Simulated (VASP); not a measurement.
# Pb (Fm-3m) in VASP: a series of runs

Pb is run at these levels: r2SCAN; tasks: single point.

All numbers are computed with VASP 6.6.1; they aren't measurements. Logs are shortened: lines on timing, memory, paths and dates and some standing lists are left out, and cuts for length are marked.

## (1) The cell of the first run

Symmetry: Fm-3m, No. 225, cubic system. The conventional cell has a = 4.922 Å, b = 4.922 Å, c = 4.922 Å, α = 90.00°, β = 90.00°, γ = 90.00°. Pb (site symmetry m-3m) has 12 Pb at 3.48 Å within 4.6 Å.

## (2) Single point, r2SCAN (29.80 Å³/atom)

Contents of POSCAR:

```
Pb
1.0
    0.0000000000      2.4608544733      2.4608544733
    2.4608544733      0.0000000000      2.4608544733
    2.4608544733      2.4608544733      0.0000000000
Pb
1
Direct
    0.0000000000      0.0000000000      0.0000000000
```

Contents of INCAR.step1:

```
PREC = Accurate
ENCUT = 520
ISMEAR = 0
SIGMA = 0.05
LREAL = False
LASPH = True
NELM = 60
NBANDS = 13
GGA = PE
ALGO = Normal
EDIFF = 1E-4
LWAVE = True
LCHARG = False
```

Contents of INCAR.step2:

```
PREC = Accurate
ENCUT = 520
EDIFF = 1E-6
ISMEAR = 0
SIGMA = 0.05
LREAL = False
LASPH = True
NELM = 60
ALGO = Normal
ISIF = 2
LWAVE = False
LCHARG = True
METAGGA = R2SCAN
LMIXTAU = True
LELF = True
LVHAR = True
NBANDS = 13
ISTART = 1
```

Contents of KPOINTS:

```
Automatic mesh
0
Gamma
  16 16 16
```

Potentials or basis: VASP PAW PBE potentials, release 64 (Pb_d).

On the command line:

```
$ cat potpaw_PBE.64/Pb_d/POTCAR > POTCAR
$ cp INCAR.step1 INCAR
$ mpirun -np 1 vasp_std > vasp.out
$ cp INCAR.step2 INCAR
$ mpirun -np 1 vasp_std > vasp.out
```

OUTCAR:

```text
PREC = Accurate
   ENCUT = 520
   EDIFF = 1E-6
   ISMEAR = 0
   LREAL = False
   LASPH = True
   NELM = 60
   ISIF = 2
   METAGGA = R2SCAN
   ISTART = 1

 ion  position               nearest neighbor table
   1  0.000  0.000  0.000-

  LATTYP: Found a face centered cubic cell.
 ALAT       =     4.9217089466

  Lattice vectors:

 A1 = (   0.0000000000,   2.4608544733,   2.4608544733)
 A2 = (   2.4608544733,   0.0000000000,   2.4608544733)
 A3 = (   2.4608544733,   2.4608544733,   0.0000000000)

Analysis of symmetry for initial positions (statically):
=====================================================================
 Subroutine PRICEL returns:
 Original cell was already a primitive cell.

 Routine SETGRP: Setting up the symmetry group for a
 face centered cubic supercell.

 Subroutine GETGRP returns: Found 48 space group operations
 (whereof 48 operations were pure point group operations)
 out of a pool of 48 trial point group operations.

The static configuration has the point symmetry O_h .

Analysis of symmetry for dynamics (positions and initial velocities):
=====================================================================
 Subroutine PRICEL returns:
 Original cell was already a primitive cell.

 Routine SETGRP: Setting up the symmetry group for a
 face centered cubic supercell.

 Subroutine GETGRP returns: Found 48 space group operations
 (whereof 48 operations were pure point group operations)
 out of a pool of 48 trial point group operations.

The dynamic configuration has the point symmetry O_h .

 Subroutine INISYM returns: Found 48 space group operations
 (whereof 48 operations are pure point group operations),
 and found     1 'primitive' translations

----------------------------------------------------------------------------------------

                                     Primitive cell

  volume of cell :      29.8049

  direct lattice vectors                    reciprocal lattice vectors
     0.000000000  2.460854473  2.460854473    -0.203181458  0.203181458  0.203181458
     2.460854473  0.000000000  2.460854473     0.203181458 -0.203181458  0.203181458
     2.460854473  2.460854473  0.000000000     0.203181458  0.203181458 -0.203181458

  length of vectors
     3.480173771  3.480173771  3.480173771     0.351920609  0.351920609  0.351920609

  position of ions in fractional coordinates (direct lattice)
     0.000000000  0.000000000  0.000000000

  ion indices of the primitive-cell ions
   primitive index   ion index
                 1           1

----------------------------------------------------------------------------------------

 KPOINTS: Automatic mesh

Automatic generation of k-mesh.
 Grid dimensions read from file:
 generate k-points for:   16   16   16

 Generating k-lattice:

  Cartesian coordinates                     Fractional coordinates (reciprocal lattice)
    -0.012698841  0.012698841  0.012698841     0.062500000  0.000000000  0.000000000
     0.012698841 -0.012698841  0.012698841     0.000000000  0.062500000  0.000000000
     0.012698841  0.012698841 -0.012698841     0.000000000  0.000000000  0.062500000

  Length of vectors
     0.021995038  0.021995038  0.021995038

  Shift w.r.t. Gamma in fractional coordinates (k-lattice)
     0.000000000  0.000000000  0.000000000

 Subroutine IBZKPT returns following result:
 ===========================================

 Found    145 irreducible k-points:

 Following reciprocal coordinates:
            Coordinates               Weight
  0.000000  0.000000  0.000000      1.000000
  0.062500  0.000000  0.000000      8.000000
  0.125000  0.000000  0.000000      8.000000
  0.187500  0.000000  0.000000      8.000000
  0.250000  0.000000  0.000000      8.000000
  0.312500  0.000000  0.000000      8.000000
[... 16 lines left out ...]
 -0.125000  0.062500  0.000000     24.000000
 -0.062500  0.062500  0.000000     12.000000
 [... further k-points ...]
   k-points           NKPTS =    145   k-points in BZ     NKDIM =    145   number of bands    NBANDS=     13
   number of dos      NEDOS =    301   number of ions     NIONS =      1
   total plane-waves  NPLWV =  21952
   dimension x,y,z NGX =    28 NGY =   28 NGZ =   28
   dimension x,y,z NGXF=    56 NGYF=   56 NGZF=   56
   ions per type =               1
   NGX,Y,Z   is equivalent  to a cutoff of  13.38, 13.38, 13.38 a.u.
   NGXF,Y,Z  is equivalent  to a cutoff of  26.75, 26.75, 26.75 a.u.
 SYSTEM =  unknown system
   PREC   = accura    normal or accurate (medium, high low for compatibility)
   ISTART =      1    job   : 0-new  1-cont  2-samecut
   ICHARG =      0    charge: 1-file 2-atom 10-const
   ISPIN  =      1    spin polarized calculation?
   LNONCOLLINEAR =      F non collinear calculations
   LSORBIT =      F    spin-orbit coupling
   LASPH  =      T    aspherical Exc in radial PAW
   ENCUT  =  520.0 eV  38.22 Ry    6.18 a.u.   6.47  6.47  6.47*2*pi/ulx,y,z
   NELM   =     60;   NELMIN=  2; NELMDL=  0     # of ELM steps
   EDIFF  = 0.1E-05   stopping-criterion for ELM
   LREAL  =      F    real-space projection
   EDIFFG = 0.1E-04   stopping-criterion for IOM
   NSW    =      0    number of steps for IOM
   IBRION =     -1    ionic relax: 0-MD 1-quasi-New 2-CG
   NFREE  =      0    steps in history (QN), initial steepest desc. (CG)
   ISIF   =      2    stress and relaxation
   ISYM   =      2    0-nonsym 1-usesym 2-fastsym
   POTIM  = 0.5000    time-step for ionic-motion
   TEBEG  =    0.0;   TEEND  =   0.0 temperature during run
   PSTRESS=    0.0 pullay stress
   NELECT =      14.0000    total number of electrons
   NUPDOWN=      -1.0000    fix difference up-down
   EMIN   =  10.00;   EMAX   =-10.00  energy-range for DOS
   EFERMI =   0.00;   METHOD = LEGACY
   ISMEAR =     0;   SIGMA  =   0.05  broadening in eV -4-tet -1-fermi 0-gaus
   EFERMI_NEDOS =   21; number of points for ismear=-14 and -15
   IALGO  =     38    algorithm
   IMIX   =      4    mixing-type and parameters
     AMIX     =   0.40;   BMIX     =  1.00
     AMIX_MAG =   1.60;   BMIX_MAG =  1.00
  volume/ion in A,a.u.               =      29.80       201.13
  Fermi-wavevector in a.u.,A,eV,Ry     =   1.272589  2.404845 22.034409  1.619483
  Thomas-Fermi vector in A             =   2.405459
   LORBIT       =      0    0 simple, 1 ext, 2 COOP (PROOUT), +10 PAW based schemes
   METAGGA = R2SCAN    functional components
   LHFCALC =     F    Hartree Fock is set to
   AEXX    =    0.0000 exact exchange contribution
   IVDW    =     0    specifies the selected vdW correction
   LEPSILON=     F    determine dielectric tensor
   LRPA    =     F    only Hartree local field effects (RPA)
 non-spin polarized calculation
 Gauss-broadening in eV      SIGMA  =   0.05
  energy-cutoff  :      520.00
  volume of cell :       29.80
 maximum number of plane-waves:       821
 NGX is ok and might be reduce to    28
   NGX = 13   NGY = 13   NGZ = 13

 number of electron      13.9999999 magnetization

 Free energy of the ion-electron system (eV)
  ---------------------------------------------------
  ext. energy  EPLUGINS =         0.00000000
  ---------------------------------------------------
  free energy    TOTEN  =       -56.27321515 eV

  energy without entropy =      -56.27273124  energy(sigma->0) =      -56.27297319

 E-fermi :   7.4903     XC(G=0): -11.0195

 val. band max:        7.4449587269   @ k =  -0.4375   0.3750   0.1875
 cond. band min:       7.5279770573   @ k =  -0.3125   0.3125   0.1250
 fundamental gap:      0.0830183304
 Fermi energy:         7.4902861056

 k-point     1 :       0.0000    0.0000    0.0000
  band No.  band energies     occupation
      1     -10.3210      2.00000
      2     -10.3210      2.00000
      3     -10.3210      2.00000
      4     -10.1649      2.00000
      5     -10.1649      2.00000
      6      -5.0021      2.00000
      7      15.2996      0.00000
      8      15.2996      0.00000
      9      15.2996      0.00000
     10      17.8509      0.00000
     11      19.9542      0.00000
     12      20.6548      0.00000
     13      20.6548      0.00000

 k-point     2 :       0.0625    0.0000    0.0000
  band No.  band energies     occupation
      1     -10.3212      2.00000
      2     -10.3146      2.00000
      3     -10.3146      2.00000
      4     -10.1654      2.00000
      5     -10.1654      2.00000
      6      -4.9217      2.00000
      7      14.3209      0.00000
      8      15.1962      0.00000
      9      15.1962      0.00000
     10      17.6452      0.00000
     11      20.3322      0.00000
     12      20.8367      0.00000
     13      20.8367      0.00000

 k-point     3 :       0.1250    0.0000    0.0000
  band No.  band energies     occupation
      1     -10.3225      2.00000
      2     -10.2987      2.00000
      3     -10.2987      2.00000
      4     -10.1642      2.00000
      5     -10.1642      2.00000
      6      -4.6799      2.00000
      7      12.3822      0.00000
      8      14.9246      0.00000
      9      14.9246      0.00000
     10      17.3973      0.00000
     11      20.9800      0.00000
     12      21.3126      0.00000
     13      21.3127      0.00000

 k-point     4 :       0.1875    0.0000    0.0000
  band No.  band energies     occupation
      1     -10.3261      2.00000
      2     -10.2842      2.00000
      3     -10.2842      2.00000
      4     -10.1530      2.00000
      5     -10.1530      2.00000
      6      -4.2768      2.00000
      7      10.2966      0.00000
      8      14.5633      0.00000
      9      14.5633      0.00000
     10      17.2056      0.00000
     11      20.6644      0.00000
     12      21.1996      0.00000
     13      21.1996      0.00000

 k-point     5 :       0.2500    0.0000    0.0000
  band No.  band energies     occupation
      1     -10.3325      2.00000
      2     -10.2814      2.00000
      3     -10.2814      2.00000
      4     -10.1248      2.00000
      5     -10.1248      2.00000
      6      -3.7164      2.00000
      7       8.2797      0.00000
      8      14.1831      0.00000
      9      14.1831      0.00000
     10      17.0866      0.00000
     11      19.7827      0.00000
     12      20.5549      0.00000
     13      20.5549      0.00000
[... 257 lines left out ...]
 k-point    22 :      -0.1875    0.0625    0.0000
  band No.  band energies     occupation
      1     -10.3287      2.00000
      2     -10.2767      2.00000
      3     -10.2748      2.00000
      4     -10.1678      2.00000
      5     -10.1262      2.00000
      6      -4.0359      2.00000
      7       9.6348      0.00000
      8      13.1258      0.00000
      9      14.9985      0.00000
     10      17.6359      0.00000
     11      19.6780      0.00000
     12      20.4496      0.00000
     13      21.5771      0.00000

 k-point    23 :      -0.1250    0.0625    0.0000
  band No.  band energies     occupation
      1     -10.3264      2.00000
      2     -10.2892      2.00000
      3     -10.2839      2.00000
      4     -10.1771      2.00000
      5     -10.1481      2.00000
      6      -4.4918      2.00000
      7      11.6555      0.00000
      8      13.5884      0.00000
      9      15.3079      0.00000
     10      17.6673      0.00000
     11      20.4971      0.00000
     12      20.9033      0.00000
     13      20.9288      0.00000

 k-point    24 :      -0.0625    0.0625    0.0000
  band No.  band energies     occupation
      1     -10.3243      2.00000
      2     -10.3068      2.00000
      3     -10.2999      2.00000
      4     -10.1725      2.00000
      5     -10.1591      2.00000
      6      -4.7875      2.00000
      7      13.4483      0.00000
      8      14.2724      0.00000
      9      15.3829      0.00000
     10      17.6162      0.00000
     11      20.3859      0.00000
     12      20.7463      0.00000
     13      21.6519      0.00000

 [... further k-points ...]
[... 5 lines left out ...]
  --------------------------------------------------------------------------------------
  -------------------------------------------------------------------------------------
  Total        0.3881259      0.3881259      0.3881259     -0.0000000     -0.0000000     -0.0000000
  in kB       20.8638990     20.8638990     20.8638990     -0.0000000     -0.0000000     -0.0000000
  external PRESSURE =      20.8638990 kB  Pullay stress =       0.0000000 kB

 VOLUME and BASIS-vectors are now :
 -----------------------------------------------------------------------------
  energy-cutoff  :      520.00
  volume of cell :       29.80
      direct lattice vectors                 reciprocal lattice vectors
     0.000000000  2.460854473  2.460854473    -0.203181458  0.203181458  0.203181458
     2.460854473  0.000000000  2.460854473     0.203181458 -0.203181458  0.203181458
     2.460854473  2.460854473  0.000000000     0.203181458  0.203181458 -0.203181458

 POSITION                                       TOTAL-FORCE (eV/Angst)
 -----------------------------------------------------------------------------------
      0.00000      0.00000      0.00000         0.000000     -0.000000      0.000000
 -----------------------------------------------------------------------------------
    total drift:                               -0.000000     -0.000000     -0.000000

  FREE ENERGIE OF THE ION-ELECTRON SYSTEM (eV)
  ---------------------------------------------------
  free  energy   TOTEN  =       -56.2732151546 eV

  energy  without entropy=      -56.2727312353  energy(sigma->0) =      -56.27297319
```

Wall time 5.1 min (1 thread of Intel Xeon 8259CL, shared host); peak memory 0.2 GiB.

Results:

| Item | Value |
| --- | --- |
| Free energy | -56.2732 eV |
| Pressure | 2.1 GPa |
| Band gap on the k mesh | zero (bands 7 and 8 overlap by 9.66 eV) |

Caveat: the PAW data sets were made with another functional, which shifts forces and pressure a little; spin-orbit coupling is left out, which moves the levels of the heavy elements.

(Part 1 of 3 ends here.)

The gap in the log of VASP goes by the Fermi energy; the results here count the filled bands.